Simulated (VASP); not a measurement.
# H6C2O in VASP: notebook, part 3 of 4

VASP 6.6.1. Earlier steps stand in the parts before.

**5. Single point, LDA**

INCAR reads:

```
PREC = Accurate
ENCUT = 520
EDIFF = 1E-7
ISMEAR = -1
SIGMA = 0.05
LREAL = Auto
LASPH = True
NELM = 60
ALGO = Normal
ISIF = 2
LWAVE = False
LCHARG = False
NBANDS = 64
```

KPOINTS reads:

```
Automatic mesh
0
Gamma
  1 1 1
```

POSCAR reads:

```
H6C2O
1.0
    7.2936330000      0.0000000000      0.0000000000
    0.0000000000      7.2936330000      0.0000000000
    0.0000000000      0.0000000000      7.2936330000
C O H
8 4 24
Direct
    0.8441883489      0.5784085928      0.3442728747
    0.7432921289      0.5898569341      0.1728905197
    0.3703367033      0.6376794665      0.8182890474
    0.1970622871      0.5464492113      0.7364094135
    0.7460068254      0.0741605727      0.2664515750
    0.5599541408      0.1255204368      0.2145707085
    0.8305874452      0.1189119332      0.7478577548
    0.6482366195      0.2286240616      0.7486392584
    0.5395802065      0.5883213482      0.1904537835
    0.2275957674      0.4209150639      0.5909263600
    0.4679149609     -0.0228007085      0.1120017966
    0.5211943074      0.1142503331      0.6592462220
    0.4924157824      0.7187227545      0.2249770450
    0.7736473716      0.7277169005      0.1018148295
    0.7899081295      0.5092386743      0.0568989419
    0.9877930518      0.6439314948      0.3386241123
    0.7549461290      0.6522812431      0.4443875912
    0.8556778220      0.4411656029      0.4029130613
    0.3125191520      0.4971185142      0.5144075662
    0.1313063051      0.4607306126      0.8444077183
    0.0962483306      0.6538716714      0.6691863986
    0.3207317944      0.7410161712      0.9177456557
    0.4669003774      0.5515495501      0.8935190460
    0.4422213182      0.7172831427      0.7016393613
    0.4909076176     -0.0010968471     -0.0233080003
    0.4794866975      0.1572056066      0.3415307570
    0.5575822090      0.2599527561      0.1267132580
    0.8125443109      0.1967195224      0.3524306748
    0.7472270678     -0.0390066240      0.3724070021
    0.8251580522      0.0604088525      0.1371058840
    0.4167196238      0.1953621741      0.6118212967
    0.6006608778      0.2734028433      0.8809053047
    0.6473180101      0.3514160913      0.6625093421
    0.9230516534      0.1180207449      0.8675511916
    0.7890992047     -0.0279147580      0.7160491898
    0.9142905874      0.1781965174      0.6363221182
```

Potentials or basis: VASP PAW LDA potentials, release 64 (C, O, H).

Run with:

```bash
> cat potpaw_LDA.64/C/POTCAR potpaw_LDA.64/O/POTCAR potpaw_LDA.64/H/POTCAR > POTCAR
> mpirun -np 1 vasp_gam > vasp.out
```

OUTCAR:

```text
PREC = Accurate
   ENCUT = 520
   EDIFF = 1E-7
   ISMEAR = -1
   LREAL = Auto
   LASPH = True
   NELM = 60
   ISIF = 2

 ion  position               nearest neighbor table
   1  0.844  0.578  0.344-  18 1.09  17 1.12  16 1.15   2 1.45
   2  0.743  0.590  0.173-  15 1.08  14 1.15   1 1.45   9 1.49
   3  0.370  0.638  0.818-  23 1.09  22 1.11  24 1.16   4 1.55
   4  0.197  0.546  0.736-  20 1.11  21 1.18  10 1.42   3 1.55
   5  0.746  0.074  0.266-  30 1.11  29 1.13  28 1.19   6 1.46
   6  0.560  0.126  0.215-  26 1.12  27 1.17   5 1.46  11 1.48
   7  0.831  0.119  0.748-  34 1.10  36 1.11  35 1.14   8 1.55
   8  0.648  0.229  0.749-  32 1.08  33 1.09  12 1.41   7 1.55
   9  0.540  0.588  0.190-  13 1.04   2 1.49
  10  0.228  0.421  0.591-  19 1.00   4 1.42
  11  0.468  0.977  0.112-  25 1.01   6 1.48
  12  0.521  0.114  0.659-  31 1.02   8 1.41
  13  0.492  0.719  0.225-   9 1.04
  14  0.774  0.728  0.102-   2 1.15
  15  0.790  0.509  0.057-   2 1.08
  16  0.988  0.644  0.339-   1 1.15
  17  0.755  0.652  0.444-   1 1.12
  18  0.856  0.441  0.403-   1 1.09
[... 16 lines left out ...]
  35  0.789  0.972  0.716-   7 1.14
  36  0.914  0.178  0.636-   7 1.11

  LATTYP: Found a simple cubic cell.
 ALAT       =     7.2936330000

  Lattice vectors:

 A1 = (   7.2936330000,   0.0000000000,   0.0000000000)
 A2 = (   0.0000000000,   7.2936330000,   0.0000000000)
 A3 = (   0.0000000000,   0.0000000000,   7.2936330000)

Analysis of symmetry for initial positions (statically):
=====================================================================
 Subroutine PRICEL returns:
 Original cell was already a primitive cell.

 Routine SETGRP: Setting up the symmetry group for a
 simple cubic supercell.

 Subroutine GETGRP returns: Found  1 space group operations
 (whereof  1 operations were pure point group operations)
 out of a pool of 48 trial point group operations.

The static configuration has the point symmetry C_1 .

Analysis of symmetry for dynamics (positions and initial velocities):
=====================================================================
 Subroutine PRICEL returns:
 Original cell was already a primitive cell.

 Routine SETGRP: Setting up the symmetry group for a
 simple cubic supercell.

 Subroutine GETGRP returns: Found  1 space group operations
 (whereof  1 operations were pure point group operations)
 out of a pool of 48 trial point group operations.

The dynamic configuration has the point symmetry C_1 .

 Subroutine INISYM returns: Found  1 space group operations
 (whereof  1 operations are pure point group operations),
 and found     1 'primitive' translations

----------------------------------------------------------------------------------------

                                     Primitive cell

  volume of cell :     388.0000

  direct lattice vectors                    reciprocal lattice vectors
     7.293633000  0.000000000  0.000000000     0.137105884  0.000000000  0.000000000
     0.000000000  7.293633000  0.000000000     0.000000000  0.137105884  0.000000000
     0.000000000  0.000000000  7.293633000     0.000000000  0.000000000  0.137105884

  length of vectors
     7.293633000  7.293633000  7.293633000     0.137105884  0.137105884  0.137105884

  position of ions in fractional coordinates (direct lattice)
     0.844188349  0.578408593  0.344272875
     0.743292129  0.589856934  0.172890520
     0.370336703  0.637679467  0.818289047
     0.197062287  0.546449211  0.736409413
     0.746006825  0.074160573  0.266451575
     0.559954141  0.125520437  0.214570708
[... 28 lines left out ...]
     0.789099205  0.972085242  0.716049190
     0.914290587  0.178196517  0.636322118

  ion indices of the primitive-cell ions
   primitive index   ion index
                 1           1
                 2           2
                 3           3
                 4           4
                 5           5
                 6           6
[... 28 lines left out ...]
                35          35
                36          36

----------------------------------------------------------------------------------------

 KPOINTS: Automatic mesh

Automatic generation of k-mesh.
 Grid dimensions read from file:
 generate k-points for:    1    1    1

 Generating k-lattice:

  Cartesian coordinates                     Fractional coordinates (reciprocal lattice)
     0.137105884  0.000000000  0.000000000     1.000000000  0.000000000  0.000000000
     0.000000000  0.137105884  0.000000000     0.000000000  1.000000000  0.000000000
     0.000000000  0.000000000  0.137105884     0.000000000  0.000000000  1.000000000

  Length of vectors
     0.137105884  0.137105884  0.137105884

  Shift w.r.t. Gamma in fractional coordinates (k-lattice)
     0.000000000  0.000000000  0.000000000

 Subroutine IBZKPT returns following result:
 ===========================================

 Found      1 irreducible k-points:

 Following reciprocal coordinates:
            Coordinates               Weight
  0.000000  0.000000  0.000000      1.000000
   k-points           NKPTS =      1   k-points in BZ     NKDIM =      1   number of bands    NBANDS=     64
   number of dos      NEDOS =    301   number of ions     NIONS =     36
   total plane-waves  NPLWV = 157464
   dimension x,y,z NGX =    54 NGY =   54 NGZ =   54
   dimension x,y,z NGXF=   108 NGYF=  108 NGZF=  108
   ions per type =               8   4  24
   NGX,Y,Z   is equivalent  to a cutoff of  12.31, 12.31, 12.31 a.u.
   NGXF,Y,Z  is equivalent  to a cutoff of  24.62, 24.62, 24.62 a.u.
 SYSTEM =  unknown system
   PREC   = accura    normal or accurate (medium, high low for compatibility)
   ISTART =      0    job   : 0-new  1-cont  2-samecut
   ICHARG =      2    charge: 1-file 2-atom 10-const
   ISPIN  =      1    spin polarized calculation?
   LNONCOLLINEAR =      F non collinear calculations
   LSORBIT =      F    spin-orbit coupling
   LASPH  =      T    aspherical Exc in radial PAW
   ENCUT  =  520.0 eV  38.22 Ry    6.18 a.u.  13.56 13.56 13.56*2*pi/ulx,y,z
   NELM   =     60;   NELMIN=  2; NELMDL= -5     # of ELM steps
   EDIFF  = 0.1E-06   stopping-criterion for ELM
   LREAL  =      T    real-space projection
   EDIFFG = 0.1E-05   stopping-criterion for IOM
   NSW    =      0    number of steps for IOM
   IBRION =     -1    ionic relax: 0-MD 1-quasi-New 2-CG
   NFREE  =      0    steps in history (QN), initial steepest desc. (CG)
   ISIF   =      2    stress and relaxation
   ISYM   =      2    0-nonsym 1-usesym 2-fastsym
   POTIM  = 0.5000    time-step for ionic-motion
   TEBEG  =    0.0;   TEEND  =   0.0 temperature during run
   PSTRESS=    0.0 pullay stress
   NELECT =      80.0000    total number of electrons
   NUPDOWN=      -1.0000    fix difference up-down
   EMIN   =  10.00;   EMAX   =-10.00  energy-range for DOS
   EFERMI =   0.00;   METHOD = LEGACY
   ISMEAR =    -1;   SIGMA  =   0.05  broadening in eV -4-tet -1-fermi 0-gaus
   EFERMI_NEDOS =   21; number of points for ismear=-14 and -15
   IALGO  =     38    algorithm
   IMIX   =      4    mixing-type and parameters
     AMIX     =   0.40;   BMIX     =  1.00
     AMIX_MAG =   1.60;   BMIX_MAG =  1.00
  volume/ion in A,a.u.               =      10.78        72.73
  Fermi-wavevector in a.u.,A,eV,Ry     =   0.967151  1.827650 12.726630  0.935381
  Thomas-Fermi vector in A             =   2.097013
   LORBIT       =      0    0 simple, 1 ext, 2 COOP (PROOUT), +10 PAW based schemes
   GGA     = CA    functional components
   LHFCALC =     F    Hartree Fock is set to
   AEXX    =    0.0000 exact exchange contribution
   IVDW    =     0    specifies the selected vdW correction
   LEPSILON=     F    determine dielectric tensor
   LRPA    =     F    only Hartree local field effects (RPA)
 non-spin polarized calculation
  energy-cutoff  :      520.00
  volume of cell :      388.00
 maximum number of plane-waves:      5198
 NGX is ok and might be reduce to    54
   NGX = 27   NGY = 27   NGZ = 27

 number of electron      80.0000022 magnetization

 Free energy of the ion-electron system (eV)
  ---------------------------------------------------
  ext. energy  EPLUGINS =         0.00000000
  ---------------------------------------------------
  free energy    TOTEN  =      -197.05924970 eV

  energy without entropy =     -197.05924970  energy(sigma->0) =     -197.05924970

 E-fermi :  -1.9007     XC(G=0):  -6.9351

 val. band max:       -3.1233813157   @ k =   0.0000   0.0000   0.0000
 cond. band min:       1.4267651547   @ k =   0.0000   0.0000   0.0000
 fundamental gap:      4.5501464703
 Fermi energy:        -1.9006809004

 k-point     1 :       0.0000    0.0000    0.0000
  band No.  band energies     occupation
      1     -22.7084      2.00000
      2     -22.3339      2.00000
      3     -21.8575      2.00000
      4     -21.3171      2.00000
      5     -15.6328      2.00000
      6     -15.3383      2.00000
[... 44 lines left out ...]
     51       4.7125      0.00000
     52       4.9280      0.00000
 [bands above 52 left out]

------------------------ aborting loop because EDIFF is reached ----------------------------------------

  FORCE on cell =-STRESS in cart. coord.  units (eV):
  Direction    XX          YY          ZZ          XY          YZ          ZX
  --------------------------------------------------------------------------------------
  -------------------------------------------------------------------------------------
  Total       -9.1259840     -9.3527627     -5.3437941     -0.2715542      3.2620111     -1.3730351
  in kB      -37.6841363    -38.6205787    -22.0662523     -1.1213351     13.4698978     -5.6697056
  external PRESSURE =     -32.7903225 kB  Pullay stress =       0.0000000 kB

 VOLUME and BASIS-vectors are now :
 -----------------------------------------------------------------------------
  energy-cutoff  :      520.00
  volume of cell :      388.00
      direct lattice vectors                 reciprocal lattice vectors
     7.293633000  0.000000000  0.000000000     0.137105884  0.000000000  0.000000000
     0.000000000  7.293633000  0.000000000     0.000000000  0.137105884  0.000000000
     0.000000000  0.000000000  7.293633000     0.000000000  0.000000000  0.137105884

 POSITION                                       TOTAL-FORCE (eV/Angst)
 -----------------------------------------------------------------------------------
      6.15720      4.21870      2.51100         0.714282      0.681303      1.389562
      5.42130      4.30220      1.26100        -1.861646      3.072111     -1.855959
      2.70110      4.65100      5.96830        -0.964588      0.954138     -1.921068
      1.43730      3.98560      5.37110        -0.600438      0.627165      0.285701
      5.44110      0.54090      1.94340         1.566546      1.339316      1.623064
      4.08410      0.91550      1.56500        -1.646123      0.978777     -0.998490
[... 28 lines left out ...]
      5.75540      7.09003      5.22260         0.445482      0.886884      0.112516
      6.66850      1.29970      4.64110         0.087571     -0.474099     -0.118160
 -----------------------------------------------------------------------------------
    total drift:                                0.007729      0.001899      0.033251

  FREE ENERGIE OF THE ION-ELECTRON SYSTEM (eV)
  ---------------------------------------------------
  free  energy   TOTEN  =      -197.0592496984 eV

  energy  without entropy=     -197.0592496984  energy(sigma->0) =     -197.05924970
```

Wall time 38 s (1 thread of Intel Xeon Platinum 8259CL at 2.50GHz (Skylake/Cascade Lake), shared host); peak memory 0.28 GiB.

Results:

| Quantity | Value |
| --- | --- |
| Free energy | -197.0592 eV |
| Pressure | -3.3 GPa |
| Largest force | 4.043 eV/Å |
| Band gap on the k mesh | 4.55 eV |

Forces in eV/Å, atoms in the order of the input:
```
C    0.714  0.681  1.390
C   -1.862  3.072 -1.856
C   -0.965  0.954 -1.921
C   -0.600  0.627  0.286
C    1.567  1.339  1.623
C   -1.646  0.979 -0.998
C   -0.613  0.207 -0.502
C    1.013 -0.778 -1.032
O    1.105  0.518  0.677
O    1.714  0.487 -0.677
O    0.752  1.082 -0.269
O   -1.910  0.164 -0.475
H    1.131 -1.369 -1.011
H   -0.172 -0.436  0.891
H   -0.279 -1.379 -0.120
H   -1.296 -0.576  0.066
H    0.586  0.143  0.024
H    0.216 -0.475 -0.029
H   -0.432 -0.992 -0.244
H   -0.267  0.516 -0.152
H    0.960 -0.822  1.412
H    0.146  0.033 -0.056
H   -0.029 -0.412 -0.021
H   -0.410 -0.583  1.046
H   -0.199 -0.278  1.096
H   -0.125 -0.332 -0.471
H   -0.049 -1.210  0.915
H   -0.852 -1.436 -1.292
H    0.110  0.223 -1.114
H    0.286 -0.569  0.605
H    0.810 -0.755  0.727
H   -0.293  0.052  1.210
H    0.847  0.655  0.042
H   -0.490  0.255  0.236
H    0.445  0.887  0.113
H    0.088 -0.474 -0.118
```

Caveat: the k points lie up to 0.86 Å⁻¹ apart.

(Part 3 of 4 ends here.)
